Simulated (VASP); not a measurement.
Here is a VASP 6.6.1 calculation.

The input INCAR:

```
ALGO     = Normal         # electronic algorithm
EDIFF    = 1E-7           # SCF threshold, eV
ENCUT    = 520            # plane-wave cutoff, eV
GGA      = PE             # functional
ISIF     = 2              # what is computed and relaxed
ISMEAR   = 0              # smearing method
LASPH    = True           # aspherical terms in the spheres
LCHARG   = True           # write CHGCAR
LELF     = True           # ELF
LREAL    = False          # projectors in reciprocal space
LVHAR    = True         
LWAVE    = False          # write WAVECAR
NBANDS   = 17             # bands
NELM     = 80             # most SCF steps
PREC     = Accurate       # precision mode
SIGMA    = 0.05           # smearing width, eV
```

Contents of KPOINTS:

```
k-points
0
Gamma
  10 10 10
```

Contents of POSCAR:

```
SnTe
1.0
    0.0000000000      3.2782479133      3.2782479133
    3.2782479133      0.0000000000      3.2782479133
    3.2782479133      3.2782479133      0.0000000000
Sn Te
1 1
Direct
    0.5000000000      0.5000000000      0.5000000000
    0.0000000000      0.0000000000      0.0000000000
```

Potentials or basis: VASP PAW PBE potentials, release 64 (Sn_d, Te).

Command:

```sh
$ cat potpaw_PBE.64/Sn_d/POTCAR potpaw_PBE.64/Te/POTCAR > POTCAR
$ mpirun -np 1 vasp_std > vasp.out
```

Task: Predict the band gap on the k mesh.

Result: 0.23 eV, direct.

Task: Estimate the pressure.

Result: -2.4 GPa.

Caveat: spin-orbit coupling is left out, which moves the levels of the heavy elements. A k mesh can miss the band edges.
